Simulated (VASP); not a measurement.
# HC18F: single point with PBE+D3(BJ)

HC18F, a slab with vacuum:

```
CELL_PARAMETERS angstrom
7.39800 0.00000 0.00000
-3.69900 6.40686 0.00000
0.00000 0.00000 11.00000
ATOMIC_POSITIONS crystal
C 0.99192 0.99577 0.08594
C 0.21333 0.10482 0.08586
C 0.99175 0.32896 0.08585
C 0.21326 0.43782 0.08591
C 0.99171 0.66230 0.08600
C 0.21321 0.77168 0.08604
C 0.32517 0.99589 0.08582
C 0.54681 0.10493 0.08576
C 0.32522 0.32893 0.08587
C 0.54679 0.43812 0.08598
C 0.32521 0.66234 0.08637
C 0.54714 0.77169 0.08600
C 0.65870 0.99584 0.08580
C 0.88014 0.10482 0.08586
C 0.65856 0.32905 0.08595
C 0.88001 0.43813 0.08595
C 0.65860 0.66232 0.08602
C 0.88016 0.77164 0.08597
F 0.34273 0.71087 0.37001
H 0.33690 0.69968 0.28487
```

* Program: VASP 6.6.1
* Task: single point
* Functional: PBE
* Dispersion: D3(BJ)
* Potentials or basis: VASP PAW PBE potentials, release 64 (C, F, H)
* Cutoff: 520 eV
* k mesh: 2 × 2 × 1
* Occupations: gaussian, width 0.02 eV
* Spin: no spin polarisation
* Dipole correction: no
* Further INCAR settings: LREAL = Auto; ALGO = Normal; EDIFF = 1e-06; NBANDS = 56

```
Largest force              : 0.311 eV/Å
Band gap on the k mesh     : 0.13 eV, direct
Dispersion energy per atom : -0.085 eV
```

Forces on the atoms (eV/Å):
```
C   -0.005  0.000 -0.002
C    0.008  0.001 -0.001
C   -0.014 -0.001  0.002
C   -0.002  0.001  0.002
C   -0.003 -0.017  0.002
C    0.000  0.004  0.000
C   -0.001  0.003 -0.002
C   -0.001  0.001 -0.003
C    0.003 -0.004 -0.004
C   -0.002  0.007  0.000
C    0.004 -0.001  0.008
C    0.001  0.000  0.004
C    0.004 -0.001 -0.002
C   -0.002  0.010 -0.002
C    0.008  0.005  0.003
C    0.005 -0.002  0.001
C   -0.002 -0.004 -0.002
C    0.002  0.001 -0.001
F    0.000  0.022  0.305
H   -0.001 -0.025 -0.310
```

Levels at points of the mesh, in eV from the valence-band top:
| k point | band 37 | band 38 | band 39 | band 40 | band 41 | band 42 | band 43 | band 44 |
| --- | --- | --- | --- | --- | --- | --- | --- | --- |
| (0.00, 0.00, 0.00) | -3.16 | -2.80 | -0.04 | 0.00 | 0.13 | 0.16 | 3.42 | 4.77 |
| (0.50, 0.00, 0.00) | -2.61 | -2.56 | -2.53 | -2.26 | 1.69 | 2.46 | 2.53 | 2.65 |
| (0.00, 0.50, 0.00) | -2.58 | -2.56 | -2.54 | -2.37 | 1.88 | 2.49 | 2.55 | 2.59 |
| (0.50, 0.50, 0.00) | -2.60 | -2.57 | -2.54 | -2.23 | 1.64 | 2.48 | 2.55 | 2.64 |

Wall time 4.5 min on 1 thread of AMD EPYC 7R13 Processor (Zen 3), on a shared host, peak memory 0.56 GiB.

Caveat: the k points lie up to 0.49 Å⁻¹ apart.
